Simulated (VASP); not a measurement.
Set up this calculation in VASP 6.6.1, as the native input.

```yaml
Task: relaxation of cell and atoms
Functional: RPBE
Potentials_or_basis: VASP PAW PBE potentials, release 64 (Bi_d, S)
Cutoff: 600 eV
k_mesh: 7 × 7 × 7
Occupations: fermi-dirac, width 0.05 eV
Spin: no spin polarisation
Dipole_correction: no
Further_INCAR_settings: ALGO = Normal; EDIFF = 1e-07; IBRION = 2; EDIFFG = -0.01; NSW = 60; ISIF = 3
```

The structure of BiS lies in POSCAR:

```
BiS
1.0
    4.0029443400      0.0000000000      0.0000000000
    0.0000000000      4.0029443400      0.0000000000
    0.0000000000      0.0000000000      4.0029443400
Bi S
1 1
Direct
    0.5000000000      0.5000000000      0.5000000000
    0.0000000000      0.0000000000      0.0000000000
```

One way to write it, as run:

INCAR

```
SYSTEM = BiS
ALGO     = Normal         ! electronic algorithm
EDIFF    = 1E-7           ! SCF threshold, eV
EDIFFG   = -0.01          ! ionic threshold
ENCUT    = 600            ! plane-wave cutoff, eV
GGA      = RP             ! functional
IBRION   = 2              ! ionic algorithm
ISIF     = 3              ! what is computed and relaxed
ISMEAR   = -1             ! smearing method
LASPH    = .TRUE.         ! aspherical terms in the spheres
LCHARG   = .FALSE.        ! write CHGCAR
LREAL    = .FALSE.        ! projectors in reciprocal space
LWAVE    = .FALSE.        ! write WAVECAR
NELM     = 60             ! most SCF steps
NSW      = 60             ! ionic steps
PREC     = Accurate       ! precision mode
SIGMA    = 0.05           ! smearing width, eV
```

KPOINTS

```
k-points
0
G
  7 7 7
  0 0 0
```

Potentials or basis: VASP PAW PBE potentials, release 64 (Bi_d, S).

Run with:

```bash
$ cat potpaw_PBE.64/Bi_d/POTCAR potpaw_PBE.64/S/POTCAR > POTCAR
$ mpirun -np 1 vasp_std > vasp.out
```

Results of the run:

```
Relaxed volume                         : 23.86 Å³/atom
Relaxed cell                           : a = 3.627 Å, b = 3.627 Å, c = 3.627 Å, α = 90.00°, β = 90.00°, γ = 90.00°
Space group after relaxing (to 0.05 Å) : Pm-3m (No. 221)
Energy gained by relaxing              : 330.6 meV/atom
Ionic steps                            : 3
Pressure after relaxing                : 0.0 GPa
```

Caveat: the volume moved by over 15 % at a fixed basis, so the end points are rough; the PAW data sets were made with another functional, which shifts forces and pressure a little.

Run time: 29 s on 1 thread of Intel(R) Xeon(R) Platinum 8375C CPU @ 2.90GHz (Ice Lake), on a shared host, peak memory 0.19 GiB.
